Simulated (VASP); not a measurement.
# GaN (F-43m) in VASP: further runs, part 2 of 2

VASP 6.6.1. The steps go on from the part before.

### Step 3. Dielectric tensor, PBE

Input file INCAR:

```
SYSTEM = GaN
PREC = Accurate
ENCUT = 520
EDIFF = 1E-8
ISMEAR = 0
SIGMA = 0.01
LREAL = .False.
LASPH = .True.
NELM = 100
ALGO = Normal
ISIF = 2
LWAVE = .False.
LCHARG = .False.
GGA = PE
LEPSILON = .True.
```

Input file KPOINTS:

```
Automatic mesh
0
Gamma
  8 8 8
  0 0 0
```

Input file POSCAR:

```
GaN
1.0
    0.0000000000      2.2489526566      2.2489526566
    2.2489526566      0.0000000000      2.2489526566
    2.2489526566      2.2489526566      0.0000000000
Ga N
1 1
Direct
    0.0000000000      0.0000000000      0.0000000000
    0.2500000000      0.2500000000      0.2500000000
```

Potentials or basis: VASP PAW PBE potentials, release 64 (Ga_d, N).

Launch:

```
$ cat potpaw_PBE.64/Ga_d/POTCAR potpaw_PBE.64/N/POTCAR > POTCAR
$ mpirun -np 1 vasp_std > vasp.out
```

OUTCAR:

```text
SYSTEM = GaN
   PREC = Accurate
   ENCUT = 520
   EDIFF = 1E-8
   ISMEAR = 0
   LREAL = .False.
   LASPH = .True.
   NELM = 100
   ISIF = 2
   GGA = PE
   LEPSILON = .True.

 ion  position               nearest neighbor table
   1  0.000  0.000  0.000-   2 1.95   2 1.95   2 1.95   2 1.95
   2  0.250  0.250  0.250-   1 1.95   1 1.95   1 1.95   1 1.95

  LATTYP: Found a face centered cubic cell.
 ALAT       =     4.4979053132

  Lattice vectors:

 A1 = (   0.0000000000,   2.2489526566,   2.2489526566)
 A2 = (   2.2489526566,   0.0000000000,   2.2489526566)
 A3 = (   2.2489526566,   2.2489526566,   0.0000000000)

Analysis of symmetry for initial positions (statically):
[... 5 lines left out ...]
 face centered cubic supercell.

 Subroutine GETGRP returns: Found 24 space group operations
 (whereof 24 operations were pure point group operations)
 out of a pool of 48 trial point group operations.

The static configuration has the point symmetry T_d .

Analysis of symmetry for dynamics (positions and initial velocities):
[... 5 lines left out ...]
 face centered cubic supercell.

 Subroutine GETGRP returns: Found 24 space group operations
 (whereof 24 operations were pure point group operations)
 out of a pool of 48 trial point group operations.

The dynamic configuration has the point symmetry T_d .

 Subroutine INISYM returns: Found 24 space group operations
 (whereof 24 operations are pure point group operations),
 and found     1 'primitive' translations

----------------------------------------------------------------------------------------

                                     Primitive cell

  volume of cell :      22.7495

  direct lattice vectors                    reciprocal lattice vectors
     0.000000000  2.248952657  2.248952657    -0.222325712  0.222325712  0.222325712
     2.248952657  0.000000000  2.248952657     0.222325712 -0.222325712  0.222325712
     2.248952657  2.248952657  0.000000000     0.222325712  0.222325712 -0.222325712

  length of vectors
     3.180499348  3.180499348  3.180499348     0.385079429  0.385079429  0.385079429

  position of ions in fractional coordinates (direct lattice)
     0.000000000  0.000000000  0.000000000
     0.250000000  0.250000000  0.250000000

  ion indices of the primitive-cell ions
   primitive index   ion index
                 1           1
                 2           2

----------------------------------------------------------------------------------------

 KPOINTS: Automatic mesh

Automatic generation of k-mesh.
 Grid dimensions read from file:
 generate k-points for:    8    8    8

 Generating k-lattice:

  Cartesian coordinates                     Fractional coordinates (reciprocal lattice)
    -0.027790714  0.027790714  0.027790714     0.125000000  0.000000000  0.000000000
[... 478 lines left out ...]
      1      -9.6085      2.00000
      2      -7.9932      2.00000
      3      -7.9301      2.00000
      4      -7.7938      2.00000
      5      -7.7399      2.00000
      6      -6.2166      2.00000
      7      -1.0989      2.00000
      8       2.3292      2.00000
      9       3.5670      2.00000
     10      12.0219      0.00000
     11      12.3794      0.00000
     12      15.4792      0.00000
     13      17.0952      0.00000

 [... further k-points ...]

  FORCE on cell =-STRESS in cart. coord.  units (eV):
  Direction    XX          YY          ZZ          XY          YZ          ZX
  --------------------------------------------------------------------------------------
  -------------------------------------------------------------------------------------
  Total        0.8863608      0.8863608      0.8863608     -0.0000000     -0.0000000     -0.0000000
  in kB       62.4238000     62.4238000     62.4238000     -0.0000000     -0.0000000     -0.0000000
  external PRESSURE =      62.4238000 kB  Pullay stress =       0.0000000 kB

 VOLUME and BASIS-vectors are now :
 -----------------------------------------------------------------------------
  energy-cutoff  :      520.00
  volume of cell :       22.75
      direct lattice vectors                 reciprocal lattice vectors
     0.000000000  2.248952657  2.248952657    -0.222325712  0.222325712  0.222325712
     2.248952657  0.000000000  2.248952657     0.222325712 -0.222325712  0.222325712
     2.248952657  2.248952657  0.000000000     0.222325712  0.222325712 -0.222325712

 POSITION                                       TOTAL-FORCE (eV/Angst)
 -----------------------------------------------------------------------------------
      0.00000      0.00000      0.00000         0.000000      0.000000      0.000000
      1.12448      1.12448      1.12448        -0.000000     -0.000000     -0.000000
 -----------------------------------------------------------------------------------
    total drift:                                0.000002      0.000002      0.000002

  FREE ENERGIE OF THE ION-ELECTRON SYSTEM (eV)
  ---------------------------------------------------
  free  energy   TOTEN  =       -12.1378210298 eV

  energy  without entropy=      -12.1378210298  energy(sigma->0) =      -12.13782103

 HEAD OF MICROSCOPIC STATIC DIELECTRIC TENSOR (INDEPENDENT PARTICLE, excluding Hartree and local field effects)
 ------------------------------------------------------
           6.264756     0.000000    -0.000000
           0.000000     6.264756     0.000000
          -0.000000     0.000000     6.264756
 ------------------------------------------------------

 Free energy of the ion-electron system (eV)
  ---------------------------------------------------
  ---------------------------------------------------
  free energy    TOTEN  =        -0.34848129 eV

  energy without entropy =       -0.34848129

------------------------ aborting loop because EDIFF is reached ----------------------------------------

--------------------------------------- Ionic step        2  -------------------------------------------

------------------------ aborting loop because EDIFF is reached ----------------------------------------

--------------------------------------- Ionic step        3  -------------------------------------------

 Free energy of the ion-electron system (eV)
  ---------------------------------------------------
  ---------------------------------------------------
  free energy    TOTEN  =        -0.34848179 eV

  energy without entropy =       -0.34848179

------------------------ aborting loop because EDIFF is reached ----------------------------------------

 PIEZOELECTRIC TENSOR FIELD DIRECTION 3  (e Angst)
 -----------------------------------------------------------------------------
    -0.00150 -1.45829  0.00000           ( -0.00000 -0.10089  0.00000)
    -1.45829 -0.00150  0.00000           ( -0.10089 -0.00000  0.00000)
     0.00000  0.00000  0.00201           (  0.00000  0.00000 -0.00000)

 PIEZOELECTRIC TENSOR FIELD DIRECTION 3  (C/m^2)
 -----------------------------------------------------------------------------
    -0.00105 -1.02703  0.00000
    -1.02703 -0.00105  0.00000
     0.00000  0.00000  0.00141

 MACROSCOPIC STATIC DIELECTRIC TENSOR (including local field effects in DFT)
 ------------------------------------------------------
           6.135384    -0.000000    -0.000000
           0.000000     6.135384     0.000000
          -0.000000    -0.000000     6.135384
 ------------------------------------------------------

 PIEZOELECTRIC TENSOR (including local field effects)  for field in x, y, z        (e  Angst)
          XX          YY          ZZ          XY          YZ          ZX
  --------------------------------------------------------------------------------
  x    -0.00000     0.00000     0.00000     0.00000    -1.45979     0.00000
  y     0.00000     0.00000    -0.00000     0.00000     0.00000    -1.45979
  z    -0.00000     0.00000     0.00000    -1.45979     0.00000     0.00000

 PIEZOELECTRIC TENSOR (including local field effects)  for field in x, y, z        (C/m^2)
          XX          YY          ZZ          XY          YZ          ZX
  --------------------------------------------------------------------------------
  x    -0.00000     0.00000     0.00000     0.00000    -1.02809     0.00000
  y     0.00000     0.00000    -0.00000     0.00000     0.00000    -1.02809
  z    -0.00000     0.00000     0.00000    -1.02809     0.00000     0.00000

 BORN EFFECTIVE CHARGES (including local field effects) (in |e|, cummulative output)
 ---------------------------------------------------------------------------------
 ion    1
    1     2.67125     0.00000     0.00000
    2     0.00000     2.67125     0.00000
    3     0.00000     0.00000     2.67125
 ion    2
    1    -2.67125     0.00000     0.00000
    2     0.00000    -2.67125     0.00000
    3     0.00000     0.00000    -2.67125
```

OSZICAR:

```text
N       E                     dE             d eps       ncg     rms          rms(c)
DAV:   1     0.896877747099E+02    0.89688E+02   -0.99202E+03   802   0.250E+03
DAV:   2    -0.691088521940E+01   -0.96599E+02   -0.90156E+02   859   0.371E+02
DAV:   3    -0.140315754031E+02   -0.71207E+01   -0.70750E+01   844   0.896E+01
DAV:   4    -0.141467232878E+02   -0.11515E+00   -0.11504E+00   896   0.119E+01
[... 12 lines left out ...]
RMM:   8    -0.348476935697E+00    0.77499E-05   -0.18583E-06  4980   0.519E-03    0.431E-04
RMM:   9    -0.348484455818E+00   -0.75201E-05   -0.70872E-07  5131   0.141E-03    0.220E-04
RMM:  10    -0.348482047540E+00    0.24083E-05   -0.24487E-07  4972   0.664E-04    0.601E-05
RMM:  11    -0.348481627484E+00    0.42006E-06   -0.12995E-07  4541   0.207E-04    0.185E-05
RMM:  12    -0.348481793875E+00   -0.16639E-06   -0.56300E-08  2928   0.837E-05    0.521E-06
```

It took 52 s on 1 thread of Intel Xeon 6975P-C (Granite Rapids), shared host; peak memory 0.2 GiB.

Results:

```
Band gap on the k mesh                  : 1.76 eV, direct
Electronic dielectric tensor (diagonal) : 6.14
Born charges (mean of the diagonal)     : Ga +2.67; N -2.67 e
```

Electronic dielectric tensor:
```
6.14 0.00 0.00
0.00 6.14 0.00
0.00 0.00 6.14
```

Born effective charge tensors (e):
atom 1, Ga
```
2.67 0.00 0.00
0.00 2.67 0.00
0.00 0.00 2.67
```
atom 2, N
```
-2.67  0.00  0.00
 0.00 -2.67  0.00
 0.00  0.00 -2.67
```

As with any semilocal functional, this PBE gap is likely too small.
